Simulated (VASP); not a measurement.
Write the native input for VASP 6.6.1 that does the following.

```yaml
Task: single point
Functional: PBE
Potentials_or_basis: VASP PAW PBE potentials, release 64 (Be, Al)
Cutoff: 520 eV
k_mesh: 4 × 4 × 4
Occupations: gaussian, width 0.1 eV
Spin: no spin polarisation
Dipole_correction: no
Further_INCAR_settings: ALGO = Normal; EDIFF = 1e-07; NBANDS = 19
```

The structure of BeAl6 lies in POSCAR:

```
BeAl6
1.0
    2.6414671900     -3.8940896500      0.0000000000
    2.6414671900      3.8940896500      0.0000000000
    0.0000000000      0.0000000000      4.8427753300
Be Al
1 6
Direct
    0.5000000000      0.5000000000      0.5000000000
    0.0032283800      0.6757459000      0.0000000000
    0.9967716200      0.3242541000      0.0000000000
    0.6757459000      0.0032283800      0.0000000000
    0.3242541000      0.9967716200      0.0000000000
    0.8750608200      0.1249391800      0.5000000000
    0.1249391800      0.8750608200      0.5000000000
```

The cell was generated, and may not be a known phase.

One way to write it, as run:

INCAR

```
  ALGO = Normal
  EDIFF = 1E-7
  ENCUT = 520
  GGA = PE
  ISIF = 2
  ISMEAR = 0
  LASPH = T
  LCHARG = T
  LELF = T
  LREAL = F
  LVHAR = T
  LWAVE = F
  NBANDS = 19
  NELM = 60
  PREC = Accurate
  SIGMA = 0.1
```

KPOINTS

```
k-points
0
Gamma
  4 4 4
```

Potentials or basis: VASP PAW PBE potentials, release 64 (Be, Al).

The run is started by

```console
$ cat potpaw_PBE.64/Be/POTCAR potpaw_PBE.64/Al/POTCAR > POTCAR
$ mpirun -np 1 vasp_std > vasp.out
```

Results of the run:

```yaml
Pressure: 90.8 GPa
Largest_force: 20.520 eV/Å
Band_gap_on_the_k_mesh: zero (bands 10 and 11 overlap by 3.13 eV)
```

Caveat: atoms lie so close that the PAW spheres overlap strongly, which falsifies energies and pressures; the stress differs along the axes, from 10 to 140 GPa; forces of over 1 eV/Å act on the atoms, so gaps and moduli don't describe the material at rest.

It took 37 s on 1 thread of Oxide Virtual Turin-like Processor, with other jobs on the host, peak memory 0.18 GiB.
